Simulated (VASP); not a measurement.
# AlCu3: single point with PBEsol

Crystal: AlCu3.

```
Al Cu
1.0
     3.63187    0.00000    0.00000
     0.00000    3.63187    0.00000
     0.00000    0.00000    3.63187
Al Cu
1 3
Direct
  0.00000 0.00000 0.00000
  0.50000 0.50000 0.00000
  0.50000 0.00000 0.50000
  0.00000 0.50000 0.50000
```

```
Program                : VASP 6.6.1
Task                   : single point
Functional             : PBEsol
Potentials or basis    : VASP PAW PBE potentials, release 64 (Al, Cu)
Cutoff                 : 520 eV
k mesh                 : 14 × 14 × 14
Occupations            : gaussian, width 0.1 eV
Spin                   : no spin polarisation
Dipole correction      : no
Further INCAR settings : ALGO = Fast; EDIFF = 1e-06; NBANDS = 26
```

The pressure is 0.3 GPa and the band gap on the k mesh is zero (band 18 reaches 12.44 eV, above the bottom of band 19 at 6.80 eV).

Levels at points of the mesh, in eV from the Fermi level:
| k point | band 14 | band 15 | band 16 | band 17 | band 18 | band 19 | band 20 | band 21 | band 22 | band 23 |
| --- | --- | --- | --- | --- | --- | --- | --- | --- | --- | --- |
| (0.00, 0.00, 0.00) | -2.07 | -2.07 | -2.07 | -0.30 | -0.30 | -0.30 | 4.40 | 4.40 | 5.13 | 10.55 |
| (0.50, 0.00, 0.00) | -2.98 | -2.89 | -2.49 | -2.07 | 3.81 | 3.81 | 3.91 | 3.91 | 4.78 | 5.95 |
| (0.50, 0.50, 0.00) | -2.90 | -2.89 | -2.77 | -2.37 | -1.21 | -1.21 | 6.38 | 6.45 | 6.45 | 7.02 |
| (0.50, 0.50, 0.50) | -2.97 | -2.97 | -2.24 | -2.24 | -2.24 | -1.46 | 1.35 | 1.77 | 1.77 | 1.77 |

Wall time 68 s on 1 thread of Intel(R) Xeon(R) 6975P-C (Granite Rapids) (shared host), peak memory 0.24 GiB.

Caveat: the PAW data sets were made with another functional, which shifts forces and pressure a little.
